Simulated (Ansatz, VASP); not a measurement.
**SnS2 in VASP and in Ansatz**

File POSCAR:

```
SnS2
1.0
    3.6607548066      0.0000000000      0.0000000000
   -1.8303774033      3.1703066595      0.0000000000
    0.0000000000      0.0000000000      5.9617808738
Sn S
1 2
Direct
    0.0000000000      0.0000000000      0.0000000000
    0.3333333333      0.6666666667      0.2455905351
    0.6666666667      0.3333333333      0.7544094649
```

INCAR.step1

```
ALGO = Normal ; EDIFF = 1E-5
ENCUT = 400 ; GGA = PE
GGA_COMPAT = F ; ISIF = 2
ISMEAR = 0 ; KPAR = 4
LASPH = T ; LCHARG = F
LREAL = F ; LWAVE = T
NBANDS = 20 ; NELM = 120
PREC = Accurate ; SIGMA = 0.01
```

INCAR.step2

```
ALGO = Normal ; EDIFF = 1E-6
ENCUT = 400 ; GGA = PE
GGA_COMPAT = F ; HFSCREEN = 0.2079
ISIF = 2 ; ISMEAR = 0
ISTART = 1 ; KPAR = 4
LASPH = T ; LCHARG = F
LHFCALC = T ; LREAL = F
LWAVE = F ; NBANDS = 20
NELM = 120 ; PREC = Accurate
PRECFOCK = Normal ; SIGMA = 0.01
```

The input KPOINTS:

```
k-points
0
Gamma
  6 6 4
```

Input for Ansatz:

```yaml
crystal:
  lattice:
    - [3.6607548066, 0.0, 0.0]
    - [-1.8303774033, 3.1703066595, 0.0]
    - [0.0, 0.0, 5.9617808738]
  atoms:
    - { symbol: Sn, position: [0.0, 0.0, 0.0] }
    - { symbol: S, position: [0.3333333333, 0.6666666667, 0.2455905351] }
    - { symbol: S, position: [0.6666666667, 0.3333333333, 0.7544094649] }
kpoints:
  mp_grid: { grid: [6, 6, 4] }
  band_path:
    path:
      - [0.0, 0.0, 0.0]
      - [0.5, 0.0, 0.0]
      - [0.3333333333, 0.3333333333, 0.0]
      - [0.0, 0.0, 0.5]
      - [0.5, 0.0, 0.5]
      - [0.3333333333, 0.3333333333, 0.5]
      - [-0.078125, 0.15625, 0.0]
      - [0.0, 0.463542, 0.322917]
      - [0.0, -0.5, 0.25]
    npoints: 1
hamiltonian:
  xc: hse06
scf:
  occupations: { method: fixed }
  n_extra_bands: 4
output:
  forces: true
  stress: true
  eigenvalues: true
```

Alike in both runs: task single point; functional HSE06; k mesh 6 × 6 × 4; no spin polarisation.

|  | VASP | Ansatz |
| --- | --- | --- |
| version | VASP 6.6.1 | Ansatz 0.2.0 |
| potentials or method | VASP PAW PBE potentials, release 64 (Sn_d, S) | plane waves, PAW |
| plane-wave cutoff (eV) | 400 | 420 |
| occupations | gaussian, width 0.01 eV | fixed |
| valence electrons in the cell | 26 | 26 |

```csv
,VASP,Ansatz,Ansatz less VASP
gap on the k mesh at the Fermi level (eV),2.40,2.39,-0.009
pressure (GPa),-0.3,-0.1,+0.19
rms of the force components (eV/Å),0.128,0.123,-0.0051
```

Atom by atom the forces differ by 0.005 eV/Å (rms over components). Ansatz's warnings: stress exchange threshold loose, stress scf threshold loose.
